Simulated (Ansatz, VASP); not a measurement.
One calculation of HfO2, two programs

```
Hf O
1.0
     0.00000    2.55791    2.55791
     2.55791    0.00000    2.55791
     2.55791    2.55791    0.00000
Hf O
1 2
Direct
  0.00000 0.00000 0.00000
  0.25000 0.25000 0.25000
  0.75000 0.75000 0.75000
```

Alike in both runs: task relaxation of cell and atoms; functional PBE; k mesh 8 × 8 × 8; occupations gaussian, width 0.02 eV; no spin polarisation.

|  | VASP | Ansatz |
| --- | --- | --- |
| version | VASP 6.6.1 | Ansatz 0.2.0 |
| potentials or method | VASP PAW PBE potentials, release 64 (Hf_pv, O), cutoff 600 eV | scalar-relativistic, plane waves, PAW |
| valence electrons in the cell | 22 | 38 |

|  | VASP | Ansatz | Ansatz less VASP |
| --- | --- | --- | --- |
| gap on the k mesh at the Fermi level, each at its own relaxed structure (eV) | 3.80 | 3.74 | -0.057 |
| relaxed volume (Å³/atom) | 10.87 | 11.04 | +0.177 |
| relaxed cell length with the largest relative difference (Å) | 3.586 | 3.605 | +0.0193 |

VASP's potentials hold 22 valence electrons a cell and Ansatz's 38, so a difference there can come from the potentials and not from the codes.

Neither program's run includes spin-orbit coupling.
